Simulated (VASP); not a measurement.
A run of VASP 6.6.1 is set up as follows.

INCAR

```
SYSTEM = MgO
PREC     = Accurate       ! precision mode
ENCUT    = 520            ! plane-wave cutoff, eV
EDIFF    = 1E-6           ! SCF threshold, eV
ISMEAR   = 0              ! smearing method
SIGMA    = 0.01           ! smearing width, eV
LREAL    = .FALSE.        ! projectors in reciprocal space
LASPH    = .TRUE.         ! aspherical terms in the spheres
NELM     = 60             ! most SCF steps
ALGO     = Normal         ! electronic algorithm
ISIF     = 2              ! what is computed and relaxed
LWAVE    = .FALSE.        ! write WAVECAR
LCHARG   = .FALSE.        ! write CHGCAR
GGA      = PE             ! functional
NBANDS   = 11             ! bands
```

The input KPOINTS:

```
regular mesh
0
G
  6 6 6
  0 0 0
```

POSCAR

```
MgO
1.0
    0.0000000000      2.1547216021      2.1547216021
    2.1547216021      0.0000000000      2.1547216021
    2.1547216021      2.1547216021      0.0000000000
Mg O
1 1
Direct
    0.0000000000      0.0000000000      0.0000000000
    0.5000000000      0.5000000000      0.5000000000
```

Potentials or basis: VASP PAW PBE potentials, release 64 (Mg, O).

Launch:

```console
$ cat potpaw_PBE.64/Mg/POTCAR potpaw_PBE.64/O/POTCAR > POTCAR
$ mpirun -np 1 vasp_std > vasp.out
```

**Question.** Estimate the band gap on the k mesh.

**Answer.** 4.09 eV, direct.

**Question.** Estimate the pressure.

**Answer.** -6.1 GPa.

Caveat: the k points lie up to 0.42 Å⁻¹ apart; the cell differs from its parent crystal (strain +2.5%).
